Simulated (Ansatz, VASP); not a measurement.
# Mo in VASP and in Ansatz

File INCAR:

```
PREC = Accurate ; ENCUT = 520
EDIFF = 1E-6 ; ISMEAR = -1
SIGMA = 0.08 ; LREAL = False
LASPH = True ; NELM = 80
ALGO = Normal ; ISIF = 2
LWAVE = False ; LCHARG = False
GGA = PS ; NBANDS = 21
```

File KPOINTS:

```
regular mesh
0
Gamma
  12 12 12
```

File POSCAR:

```
Mo
1.0
    0.0000000000      2.7582526672      2.7582526672
    2.7582526672      0.0000000000      2.7582526672
    2.7582526672      2.7582526672      0.0000000000
Mo
2
Direct
   -0.1250000000     -0.1250000000     -0.1250000000
    0.1250000000      0.1250000000      0.1250000000
```

Input for Ansatz:

```yaml
crystal:
  lattice:
    - [0.0, 2.7582526672, 2.7582526672]
    - [2.7582526672, 0.0, 2.7582526672]
    - [2.7582526672, 2.7582526672, 0.0]
  atoms:
    - { symbol: Mo, position: [-0.125, -0.125, -0.125] }
    - { symbol: Mo, position: [0.125, 0.125, 0.125] }
kpoints:
  mp_grid: { grid: [12, 12, 12] }
scf:
  occupations: { method: fermi_dirac, width: 0.08 }
hamiltonian:
  xc: pbesol
  pseudopotentials: { kind: all_electron, lapw: { basis_error: 0.001 } }
output:
  forces: true
  stress: true
  eigenvalues: true
  populations: true
```

Change from the starting cell: volume scaled by 0.95, LAPW.

Alike in both runs: task single point; functional PBEsol; k mesh 12 × 12 × 12; occupations fermi-dirac, width 0.08 eV; no spin polarisation.

```csv
,VASP,Ansatz
version,VASP 6.6.1,Ansatz 0.2.0
potentials or method,"VASP PAW PBE potentials, release 64 (Mo_sv), cutoff 520 eV","all-electron LAPW, scalar-relativistic"
```

|  | VASP | Ansatz | Ansatz less VASP |
| --- | --- | --- | --- |
| pressure (GPa) | 7.4 | 6.7 | -0.66 |

VASP's potentials were made for PBE, not for PBEsol. Ansatz ran all-electron here, and VASP with PAW potentials.
